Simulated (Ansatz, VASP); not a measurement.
**Two plane-wave programs on InAs**

```
In As
1.0
     0.00000    3.11414    3.11414
     3.11414    0.00000    3.11414
     3.11414    3.11414    0.00000
In As
1 1
Direct
  0.00000 0.00000 0.00000
  0.25000 0.25000 0.25000
```

Alike in both runs: task single point; functional r2SCAN; k mesh 10 × 10 × 10; occupations gaussian, width 0.01 eV; no spin polarisation.

|  | VASP | Ansatz |
| --- | --- | --- |
| version | VASP 6.6.1 | Ansatz 0.2.0 |
| potentials or method | VASP PAW PBE potentials, release 64 (In_d, As), cutoff 520 eV | scalar-relativistic, plane waves, PAW |
| valence electrons in the cell | 18 | 28 |

```tsv
	VASP	Ansatz	Ansatz less VASP
gap on the k mesh at the Fermi level (eV)	none	none	-
pressure (GPa)	-2.9	-2.9	+0.01
```

VASP's potentials were made for PBE, not for r2SCAN. A gap of «none» marks a metal or a gap that the smearing closes. VASP's potentials hold 18 valence electrons a cell and Ansatz's 28, so a difference there can come from the potentials and not from the codes.
